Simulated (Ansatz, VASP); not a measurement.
# Zr4ScO in VASP and in Ansatz

Contents of INCAR:

```
  ALGO = Normal
  EDIFF = 1E-7
  EDIFFG = -0.01
  ENCUT = 600
  GGA = PE
  GGA_COMPAT = F
  IBRION = 2
  ISIF = 3
  ISMEAR = 0
  LASPH = T
  LCHARG = F
  LREAL = F
  LWAVE = F
  NELM = 120
  NELMIN = 4
  NSW = 100
  PREC = Accurate
  SIGMA = 0.1
```

File KPOINTS:

```
k-points
0
Gamma
  8 8 8
```

File POSCAR:

```
Zr4ScO
1.0
    0.0000000000      4.0737238592      4.0737238592
    4.0737238592      0.0000000000      4.0737238592
    4.0737238592      4.0737238592      0.0000000000
Zr Sc O
4 1 1
Direct
    0.1353920256      0.6215359915      0.6215359915
    0.6215359915      0.6215359915      0.6215359915
    0.6215359915      0.6215359915      0.1353920256
    0.6215359915      0.1353920256      0.6215359915
    0.2500000000      0.2500000000      0.2500000000
    0.0000000000      0.0000000000      0.0000000000
```

Input for Ansatz:

```yaml
crystal:
  lattice:
    - [0.0, 4.0737238592, 4.0737238592]
    - [4.0737238592, 0.0, 4.0737238592]
    - [4.0737238592, 4.0737238592, 0.0]
  atoms:
    - { symbol: Zr, position: [0.1353920256, 0.6215359915, 0.6215359915] }
    - { symbol: Zr, position: [0.6215359915, 0.6215359915, 0.6215359915] }
    - { symbol: Zr, position: [0.6215359915, 0.6215359915, 0.1353920256] }
    - { symbol: Zr, position: [0.6215359915, 0.1353920256, 0.6215359915] }
    - { symbol: Sc, position: [0.25, 0.25, 0.25] }
    - { symbol: O, position: [0.0, 0.0, 0.0] }
basis:
  ecutwfc: 420
kpoints:
  mp_grid: { grid: [8, 8, 8] }
hamiltonian:
  xc: pbe
scf:
  occupations: { method: gaussian, width: 0.1 }
output:
  forces: true
  stress: true
  eigenvalues: true
relax:
  adjacent_minimum: "off"
  f_tol: 0.01
  max_steps: 80
  cell: { stress_tol: 0.05 }
```

Change from the starting cell: species swapped into the HoCdCu4 type (F-43m, No. 216).

Alike in both runs: task relaxation of cell and atoms; functional PBE; k mesh 8 × 8 × 8; occupations gaussian, width 0.1 eV; no spin polarisation.

|  | VASP | Ansatz |
| --- | --- | --- |
| version | VASP 6.6.1 | Ansatz 0.2.0 |
| potentials or method | VASP PAW PBE potentials, release 64 (Zr_sv, Sc_sv, O), cutoff 600 eV | scalar-relativistic, plane waves, PAW |
| valence electrons in the cell | 65 | 65 |

```tsv
	VASP	Ansatz	Ansatz less VASP
gap on the k mesh at the Fermi level, each at its own relaxed structure (eV)	none	none	-
relaxed volume (Å³/atom)	22.77	22.76	-0.008
relaxed cell length with the largest relative difference (Å)	5.781	5.780	-0.0007
```

A gap of «none» marks a metal or a gap that the smearing closes.
